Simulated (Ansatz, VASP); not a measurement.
One calculation of BaTe, two programs

INCAR

```
SYSTEM = BaTe
PREC = Accurate
ENCUT = 520
EDIFF = 1E-7
ISMEAR = 0
SIGMA = 0.05
LREAL = .FALSE.
LASPH = .TRUE.
NELM = 60
ALGO = Normal
ISIF = 2
LWAVE = .FALSE.
LCHARG = .TRUE.
GGA = PS
LELF = .TRUE.
LVHAR = .TRUE.
NBANDS = 24
```

The input KPOINTS:

```
regular mesh
0
G
  6 6 8
  0 0 0
```

File POSCAR:

```
BaTe
1.0
    6.0014404072      0.0000000000      0.0000000000
    0.0000000000      6.0014404072      0.0000000000
    0.0000000000      0.0000000000      4.2436295593
Ba Te
2 2
Direct
    0.5000000000      0.0000000000      0.4999515426
    0.0000000000      0.5000000000      0.5000484574
    0.0000000000      0.0000000000      0.0000000000
    0.5000000000      0.5000000000      0.0000000000
```

Input for Ansatz:

```yaml
crystal:
  lattice:
    - [6.0014404072, 0.0, 0.0]
    - [0.0, 6.0014404072, 0.0]
    - [0.0, 0.0, 4.2436295593]
  atoms:
    - { symbol: Ba, position: [0.5, 0.0, 0.4999515426] }
    - { symbol: Ba, position: [0.0, 0.5, 0.5000484574] }
    - { symbol: Te, position: [0.0, 0.0, 0.0] }
    - { symbol: Te, position: [0.5, 0.5, 0.0] }
basis:
  ecutwfc: 420
  ecutrho_ratio: 4
kpoints:
  mp_grid: { grid: [6, 6, 8] }
hamiltonian:
  xc: pbesol
scf:
  occupations: { method: gaussian, width: 0.05 }
output:
  forces: true
  stress: true
  eigenvalues: true
  populations: true
```

Alike in both runs: task single point; functional PBEsol; k mesh 6 × 6 × 8; occupations gaussian, width 0.05 eV; no spin polarisation.

|  | VASP | Ansatz |
| --- | --- | --- |
| version | VASP 6.6.1 | Ansatz 0.2.0 |
| potentials or method | VASP PAW PBE potentials, release 64 (Ba_sv, Te), cutoff 520 eV | scalar-relativistic, plane waves, PAW |
| valence electrons in the cell | 32 | 52 |

VASP gave:

```
gap on the k mesh at the Fermi level (eV) : 0.68
least direct gap on the mesh (eV)         : 0.68
pressure (GPa)                            : -1.4
```

Task: Which values does Ansatz return?

Result: gap on the k mesh at the Fermi level (eV): 0.78; least direct gap on the mesh (eV): 0.78; pressure (GPa): -1.9.

VASP's potentials were made for PBE, not for PBEsol. The functional is the same, so the differences come from potentials, cutoffs and numerics. VASP's potentials hold 32 valence electrons a cell and Ansatz's 52, so a difference there can come from the potentials and not from the codes.

Neither program's run includes spin-orbit coupling.
